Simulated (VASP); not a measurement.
# RbAl in VASP: further runs

The runs below take RbAl through single point, with PBE.

Program: VASP 6.6.1. These are calculated values, not measurements. Logs are shortened: lines on timing, memory, paths and dates and some standing lists are left out, and cuts for length are marked.

### 1 The cell of the first run

The cell holds a sheet with vacuum, 2 atoms: a = 5.235 Å, b = 5.235 Å, c = 23.800 Å, α = 90.00°, β = 90.00°, γ = 90.00°.

The cell was built from a structure type or drawn by symmetry, and may not be a known phase.

### 2 Single point, PBE

INCAR

```
SYSTEM = RbAl
  PREC = Accurate
  ENCUT = 520
  EDIFF = 1E-7
  ISMEAR = 0
  SIGMA = 0.1
  LREAL = .False.
  LASPH = .True.
  NELM = 100
  ALGO = Fast
  ISIF = 2
  LWAVE = .False.
  LCHARG = .True.
  LDIPOL = .True.
  IDIPOL = 3
  DIPOL = 0.5 0.5 0.294
  GGA = PE
  LELF = .True.
  LVHAR = .True.
  LVACPOTAV = .True.
  NBANDS = 13
```

KPOINTS

```
Automatic mesh
0
Gamma
  10 10 1
  0 0 0
```

POSCAR

```
RbAl
1.0
    5.2354047360      0.0000000000      0.0000000000
    0.0000000000      5.2354047360      0.0000000000
    0.0000000000      0.0000000000     23.8000000000
Rb Al
1 1
Direct
    0.0000000000      0.0000000000      0.2941176471
    0.5000000000      0.5000000000      0.2941176471
```

Potentials or basis: VASP PAW PBE potentials, release 64 (Rb_sv, Al).

On the command line:

```
> cat potpaw_PBE.64/Rb_sv/POTCAR potpaw_PBE.64/Al/POTCAR > POTCAR
> mpirun -np 1 vasp_std > vasp.out
```

OUTCAR:

```text
SYSTEM = RbAl
   PREC = Accurate
   ENCUT = 520
   EDIFF = 1E-7
   ISMEAR = 0
   LREAL = .False.
   LASPH = .True.
   NELM = 100
   ISIF = 2
   GGA = PE

 ion  position               nearest neighbor table
   1  0.000  0.000  0.294-   2 3.70   2 3.70   2 3.70   2 3.70
   2  0.500  0.500  0.294-   1 3.70   1 3.70   1 3.70   1 3.70

  LATTYP: Found a simple tetragonal cell.
 ALAT       =     5.2354047360
 C/A-ratio  =     4.5459713623

  Lattice vectors:

 A1 = (   5.2354047360,   0.0000000000,   0.0000000000)
 A2 = (   0.0000000000,   5.2354047360,   0.0000000000)
 A3 = (   0.0000000000,   0.0000000000,  23.8000000000)

Analysis of symmetry for initial positions (statically):
=====================================================================
 Subroutine PRICEL returns:
 Original cell was already a primitive cell.

 Routine SETGRP: Setting up the symmetry group for a
 simple tetragonal supercell.

 Subroutine GETGRP returns: Found 16 space group operations
 (whereof  8 operations were pure point group operations)
 out of a pool of 16 trial point group operations.

The static configuration has the point symmetry C_4v.
 The point group associated with its full space group is D_4h.

Analysis of symmetry for dynamics (positions and initial velocities):
=====================================================================
 Subroutine PRICEL returns:
 Original cell was already a primitive cell.

 Routine SETGRP: Setting up the symmetry group for a
 simple tetragonal supercell.

 Subroutine GETGRP returns: Found 16 space group operations
 (whereof  8 operations were pure point group operations)
 out of a pool of 16 trial point group operations.

The dynamic configuration has the point symmetry C_4v.
 The point group associated with its full space group is D_4h.

 Subroutine INISYM returns: Found 16 space group operations
 (whereof  8 operations are pure point group operations),
 and found     1 'primitive' translations

----------------------------------------------------------------------------------------

                                     Primitive cell

  volume of cell :     652.3452

  direct lattice vectors                    reciprocal lattice vectors
     5.235404736  0.000000000  0.000000000     0.191007200  0.000000000  0.000000000
     0.000000000  5.235404736  0.000000000     0.000000000  0.191007200  0.000000000
     0.000000000  0.000000000 23.800000000     0.000000000  0.000000000  0.042016807

  length of vectors
     5.235404736  5.235404736 23.800000000     0.191007200  0.191007200  0.042016807

  position of ions in fractional coordinates (direct lattice)
     0.000000000  0.000000000  0.294117647
     0.500000000  0.500000000  0.294117647

  ion indices of the primitive-cell ions
   primitive index   ion index
                 1           1
                 2           2

----------------------------------------------------------------------------------------

 KPOINTS: Automatic mesh

Automatic generation of k-mesh.
 Grid dimensions read from file:
 generate k-points for:   10   10    1

 Generating k-lattice:

  Cartesian coordinates                     Fractional coordinates (reciprocal lattice)
     0.019100720  0.000000000  0.000000000     0.100000000  0.000000000  0.000000000
     0.000000000  0.019100720  0.000000000     0.000000000  0.100000000  0.000000000
     0.000000000  0.000000000  0.042016807     0.000000000  0.000000000  1.000000000

  Length of vectors
     0.019100720  0.019100720  0.042016807

  Shift w.r.t. Gamma in fractional coordinates (k-lattice)
     0.000000000  0.000000000  0.000000000

 Subroutine IBZKPT returns following result:
 ===========================================

 Found     21 irreducible k-points:

 Following reciprocal coordinates:
            Coordinates               Weight
  0.000000  0.000000  0.000000      1.000000
  0.100000  0.000000  0.000000      4.000000
  0.200000  0.000000  0.000000      4.000000
  0.300000  0.000000  0.000000      4.000000
  0.400000  0.000000  0.000000      4.000000
  0.500000  0.000000  0.000000      2.000000
[... 13 lines left out ...]
  0.500000  0.400000  0.000000      4.000000
  0.500000  0.500000  0.000000      1.000000
   k-points           NKPTS =     21   k-points in BZ     NKDIM =     21   number of bands    NBANDS=     13
   number of dos      NEDOS =    301   number of ions     NIONS =      2
   total plane-waves  NPLWV = 288000
   dimension x,y,z NGX =    40 NGY =   40 NGZ =  180
   dimension x,y,z NGXF=    80 NGYF=   80 NGZF=  360
   ions per type =               1   1
   NGX,Y,Z   is equivalent  to a cutoff of  12.70, 12.70, 12.57 a.u.
   NGXF,Y,Z  is equivalent  to a cutoff of  25.40, 25.40, 25.15 a.u.
 SYSTEM =  RbAl
   PREC   = accura    normal or accurate (medium, high low for compatibility)
   ISTART =      0    job   : 0-new  1-cont  2-samecut
   ICHARG =      2    charge: 1-file 2-atom 10-const
   ISPIN  =      1    spin polarized calculation?
   LNONCOLLINEAR =      F non collinear calculations
   LSORBIT =      F    spin-orbit coupling
   LASPH  =      T    aspherical Exc in radial PAW
   ENCUT  =  520.0 eV  38.22 Ry    6.18 a.u.   9.73  9.73 44.25*2*pi/ulx,y,z
   NELM   =    100;   NELMIN=  2; NELMDL= -5     # of ELM steps
   EDIFF  = 0.1E-06   stopping-criterion for ELM
   LREAL  =      F    real-space projection
   EDIFFG = 0.1E-05   stopping-criterion for IOM
   NSW    =      0    number of steps for IOM
   IBRION =     -1    ionic relax: 0-MD 1-quasi-New 2-CG
   NFREE  =      0    steps in history (QN), initial steepest desc. (CG)
   ISIF   =      2    stress and relaxation
   ISYM   =      2    0-nonsym 1-usesym 2-fastsym
   POTIM  = 0.5000    time-step for ionic-motion
   TEBEG  =    0.0;   TEEND  =   0.0 temperature during run
   PSTRESS=    0.0 pullay stress
   NELECT =      12.0000    total number of electrons
   NUPDOWN=      -1.0000    fix difference up-down
   EMIN   =  10.00;   EMAX   =-10.00  energy-range for DOS
   EFERMI =   0.00;   METHOD = LEGACY
   ISMEAR =     0;   SIGMA  =   0.10  broadening in eV -4-tet -1-fermi 0-gaus
   EFERMI_NEDOS =   21; number of points for ismear=-14 and -15
   IALGO  =     68    algorithm
   IMIX   =      4    mixing-type and parameters
     AMIX     =   0.40;   BMIX     =  1.00
     AMIX_MAG =   1.60;   BMIX_MAG =  1.00
  volume/ion in A,a.u.               =     326.17      2201.12
  Fermi-wavevector in a.u.,A,eV,Ry     =   0.432158  0.816661  2.541034  0.186761
  Thomas-Fermi vector in A             =   1.401765
   LORBIT       =      0    0 simple, 1 ext, 2 COOP (PROOUT), +10 PAW based schemes
   GGA     = PE    functional components
   LHFCALC =     F    Hartree Fock is set to
   AEXX    =    0.0000 exact exchange contribution
   IVDW    =     0    specifies the selected vdW correction
   LEPSILON=     F    determine dielectric tensor
   LRPA    =     F    only Hartree local field effects (RPA)
 non-spin polarized calculation
 RMM-DIIS sequential band-by-band and
 Gauss-broadening in eV      SIGMA  =   0.10
  energy-cutoff  :      520.00
  volume of cell :      652.35
 maximum number of plane-waves:     17594
 NGX is ok and might be reduce to    40
   NGX = 19   NGY = 19   NGZ = 89

 dipolmoment           0.000000      0.000000      0.000013 electrons x Angstroem

 number of electron      12.0000000 magnetization

 dipolmoment           0.000000      0.000000     -0.000001 electrons x Angstroem

 Free energy of the ion-electron system (eV)
  ---------------------------------------------------
  ext. energy  EPLUGINS =         0.00000000
  ---------------------------------------------------
  free energy    TOTEN  =        -2.36730518 eV

  energy without entropy =       -2.34078289  energy(sigma->0) =       -2.35404404

 E-fermi :  -2.1764     XC(G=0):  -1.5845

 val. band max:       -2.1866532681   @ k =   0.5000   0.4000   0.0000
 cond. band min:      -2.1672295169   @ k =   0.2000   0.1000   0.0000
 fundamental gap:      0.0194237513
 Fermi energy:        -2.1763614469

 k-point     1 :       0.0000    0.0000    0.0000
  band No.  band energies     occupation
      1     -30.3294      2.00000
      2     -14.5019      2.00000
      3     -14.4004      2.00000
      4     -14.4004      2.00000
      5      -7.0105      2.00000
      6      -2.2745      1.83503
      7      -1.0335      0.00000
      8      -1.0335      0.00000
      9      -0.5037      0.00000
     10       0.0510      0.00000
     11       0.4153      0.00000
     12       0.5975      0.00000
     13       1.1571      0.00000

 k-point     2 :       0.1000    0.0000    0.0000
  band No.  band energies     occupation
      1     -30.3293      2.00000
      2     -14.5015      2.00000
      3     -14.4056      2.00000
      4     -14.3999      2.00000
      5      -6.9719      2.00000
      6      -2.2529      1.72117
      7      -1.4365      0.00000
      8      -1.0916      0.00000
      9      -0.3894      0.00000
     10       0.2950      0.00000
     11       0.4511      0.00000
     12       0.6735      0.00000
     13       1.3054      0.00000

 k-point     3 :       0.2000    0.0000    0.0000
  band No.  band energies     occupation
      1     -30.3291      2.00000
      2     -14.5005      2.00000
      3     -14.4190      2.00000
      4     -14.3983      2.00000
      5      -6.8655      2.00000
      6      -2.1933      1.18892
      7      -2.0653      0.11617
      8      -1.2300      0.00000
      9      -0.2013      0.00000
     10       0.5351      0.00000
     11       0.6749      0.00000
     12       0.8942      0.00000
     13       1.3673      0.00000

 k-point     4 :       0.3000    0.0000    0.0000
  band No.  band energies     occupation
      1     -30.3288      2.00000
      2     -14.4993      2.00000
      3     -14.4355      2.00000
      4     -14.3964      2.00000
      5      -6.7205      2.00000
      6      -2.6235      2.00000
      7      -2.1121      0.36342
      8      -1.3802      0.00000
      9       0.0761      0.00000
     10       0.5665      0.00000
     11       1.0545      0.00000
     12       1.2517      0.00000
     13       1.3152      0.00000

 k-point     5 :       0.4000    0.0000    0.0000
  band No.  band energies     occupation
      1     -30.3286      2.00000
      2     -14.4983      2.00000
      3     -14.4487      2.00000
      4     -14.3949      2.00000
      5      -6.5886      2.00000
      6      -3.0114      2.00000
      7      -2.0388      0.05168
      8      -1.4891      0.00000
      9       0.4474      0.00000
     10       0.4751      0.00000
     11       1.4398      0.00000
     12       1.4824      0.00000
     13       1.5005      0.00000
[... 209 lines left out ...]
 k-point    19 :       0.4000    0.4000    0.0000
  band No.  band energies     occupation
      1     -30.3278      2.00000
      2     -14.4950      2.00000
      3     -14.4377      2.00000
      4     -14.4363      2.00000
      5      -6.5471      2.00000
      6      -2.3954      1.99805
      7      -2.1874      1.12355
      8      -1.6055      0.00000
      9       0.6373      0.00000
     10       0.6455      0.00000
     11       0.7226      0.00000
     12       1.7321      0.00000
     13       2.0692      0.00000

 k-point    20 :       0.5000    0.4000    0.0000
  band No.  band energies     occupation
      1     -30.3277      2.00000
      2     -14.4947      2.00000
      3     -14.4414      2.00000
      4     -14.4357      2.00000
      5      -6.5430      2.00000
      6      -2.3590      1.99021
      7      -2.1867      1.11572
      8      -1.5391      0.00000
      9       0.5315      0.00000
     10       0.5580      0.00000
     11       0.7013      0.00000
     12       2.1169      0.00000
     13       2.1982      0.00000

 k-point    21 :       0.5000    0.5000    0.0000
  band No.  band energies     occupation
      1     -30.3276      2.00000
      2     -14.4943      2.00000
      3     -14.4400      2.00000
      4     -14.4400      2.00000
      5      -6.5440      2.00000
      6      -2.2382      1.61790
      7      -2.2382      1.61790
      8      -1.4643      0.00000
      9       0.4154      0.00000
     10       0.5391      0.00000
     11       0.5391      0.00000
     12       2.1244      0.00000
     13       2.5027      0.00000

------------------------ aborting loop because EDIFF is reached ----------------------------------------

 vacuum level on the upper side and lower side of the slab       (xc-potential included)        -0.163        -0.158

  FORCE on cell =-STRESS in cart. coord.  units (eV):
  Direction    XX          YY          ZZ          XY          YZ          ZX
  --------------------------------------------------------------------------------------
  -------------------------------------------------------------------------------------
  Total        0.0082270      0.0082270     -0.0021740      0.0000000      0.0000000     -0.0000000
  in kB        0.0202057      0.0202057     -0.0053395      0.0000000      0.0000000     -0.0000000
  external PRESSURE =       0.0116907 kB  Pullay stress =       0.0000000 kB

 VOLUME and BASIS-vectors are now :
 -----------------------------------------------------------------------------
  energy-cutoff  :      520.00
  volume of cell :      652.35
      direct lattice vectors                 reciprocal lattice vectors
     5.235404736  0.000000000  0.000000000     0.191007200  0.000000000  0.000000000
     0.000000000  5.235404736  0.000000000     0.000000000  0.191007200  0.000000000
     0.000000000  0.000000000 23.800000000     0.000000000  0.000000000  0.042016807

 POSITION                                       TOTAL-FORCE (eV/Angst)
 -----------------------------------------------------------------------------------
      0.00000      0.00000      7.00000         0.000000      0.000000      0.000000
      2.61770      2.61770      7.00000         0.000000     -0.000000     -0.000000
 -----------------------------------------------------------------------------------
    total drift:                               -0.000000     -0.000000     -0.000003

  FREE ENERGIE OF THE ION-ELECTRON SYSTEM (eV)
  ---------------------------------------------------
  free  energy   TOTEN  =        -2.3673051833 eV

  energy  without entropy=       -2.3407828897  energy(sigma->0) =       -2.35404404

 vacuum level on the upper side and lower side of the slab         0.621         0.621
```

Wall time 3.7 min (1 thread of Intel Xeon 6975P-C (Granite Rapids), shared host); peak memory 0.72 GiB.

Results:

```
Free energy                     : -2.3673 eV
Band gap on the k mesh          : zero (bands 6 and 7 overlap by 0.07 eV)
Work function of the upper face : 2.80 eV
Work function of the lower face : 2.80 eV
```

Levels at points of the mesh, in eV from the Fermi level:
| k point | band 2 | band 3 | band 4 | band 5 | band 6 | band 7 | band 8 | band 9 | band 10 | band 11 |
| --- | --- | --- | --- | --- | --- | --- | --- | --- | --- | --- |
| (0.00, 0.00, 0.00) | -12.33 | -12.22 | -12.22 | -4.83 | -0.10 | 1.14 | 1.14 | 1.67 | 2.23 | 2.59 |
| (0.50, 0.00, 0.00) | -12.32 | -12.28 | -12.22 | -4.36 | -0.98 | 0.17 | 0.65 | 2.59 | 2.99 | 3.21 |
| (0.50, 0.50, 0.00) | -12.32 | -12.26 | -12.26 | -4.37 | -0.06 | -0.06 | 0.71 | 2.59 | 2.72 | 2.72 |

(Part 1 of 2 ends here.)
